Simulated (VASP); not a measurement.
Wanted: the native input for a VASP 6.6.1 run.

```yaml
Task: single point
Functional: PBEsol
Potentials_or_basis: VASP PAW PBE potentials, release 64 (Cl)
Cutoff: 500 eV
k_mesh: 8 × 8 × 4
Occupations: gaussian, width 0.02 eV
Spin: no spin polarisation
Dipole_correction: no
Further_INCAR_settings: ALGO = Normal; EDIFF = 1e-06; NBANDS = 22
```

The structure of Cl lies in POSCAR:

```
Cl
1.0
    3.4414846128     -1.9384623420      0.0000000000
    3.4414846128      1.9384623420      0.0000000000
    0.0000000000      0.0000000000      8.0007836803
Cl
4
Direct
    0.1268747378      0.8731252622      0.1112476718
    0.6268747378      0.3731252622      0.3887523282
    0.8731252622      0.1268747378      0.8887523282
    0.3731252622      0.6268747378      0.6112476718
```

These files were run (other wordings do the same):

INCAR

```
  PREC = Accurate
  ENCUT = 500
  EDIFF = 1E-6
  ISMEAR = 0
  SIGMA = 0.02
  LREAL = False
  LASPH = True
  NELM = 120
  ALGO = Normal
  ISIF = 2
  LWAVE = False
  LCHARG = False
  GGA = PS
  NBANDS = 22
  GGA_COMPAT = False
```

KPOINTS

```
regular mesh
0
Gamma
  8 8 4
```

Potentials or basis: VASP PAW PBE potentials, release 64 (Cl).

The run is started by

```console
$ cat potpaw_PBE.64/Cl/POTCAR > POTCAR
$ mpirun -np 1 vasp_std > vasp.out
```

It gave:

| Quantity | Value |
| --- | --- |
| Pressure | -0.3 GPa |
| Largest force | 0.148 eV/Å |
| Band gap on the k mesh | 2.06 eV |

Caveat: this functional lacks dispersion, which holds the molecules together, so the pressure and a relaxed volume are unreliable; the PAW data sets were made with another functional, which shifts forces and pressure a little.

Wall time 3.3 min on 1 thread of Oxide Virtual Turin-like Processor (shared host), peak memory 0.23 GiB.
